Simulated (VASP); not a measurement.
Here is a VASP 6.6.1 calculation.

Contents of POSCAR:

```
AlRu
1.0
    2.9916000000      0.0000000000      0.0000000000
    0.0000000000      2.9916000000      0.0000000000
    0.0000000000      0.0000000000      2.9916000000
Ru Al
1 1
Direct
    0.5000000000      0.5000000000      0.5000000000
    0.0000000000      0.0000000000      0.0000000000
```

File INCAR.step1:

```
PREC = Accurate
ENCUT = 520
EDIFF = 1E-5
ISMEAR = -1
SIGMA = 0.05
LREAL = False
LASPH = True
NELM = 60
ALGO = Normal
ISIF = 2
LWAVE = True
LCHARG = False
NBANDS = 16
GGA = PE
```

The input INCAR.step2:

```
PREC = Accurate
ENCUT = 520
EDIFF = 1E-7
ISMEAR = -1
SIGMA = 0.05
LREAL = False
LASPH = True
NELM = 60
ALGO = Normal
ISIF = 2
LWAVE = False
LCHARG = False
GGA = PS
LHFCALC = True
AEXX = 0.25
PRECFOCK = Normal
NBANDS = 16
ISTART = 1
```

KPOINTS

```
Automatic mesh
0
Gamma
  5 5 5
```

Potentials or basis: VASP PAW PBE potentials, release 64 (Ru_pv, Al).

Launch:

```sh
$ cat potpaw_PBE.64/Ru_pv/POTCAR potpaw_PBE.64/Al/POTCAR > POTCAR
$ cp INCAR.step1 INCAR
$ mpirun -np 1 vasp_std > vasp.out
$ cp INCAR.step2 INCAR
$ mpirun -np 1 vasp_std > vasp.out
```

Question: What does it give for the band gap on the k mesh?

Answer: Zero (an odd number of electrons rules out a gap without spin polarisation).

Question: What does it give for the pressure?

Answer: -7.9 GPa.

Caveat: the k points lie up to 0.42 Å⁻¹ apart, too coarse for converged energies and pressures of a metal; the PAW data sets were made with another functional, which shifts forces and pressure a little.
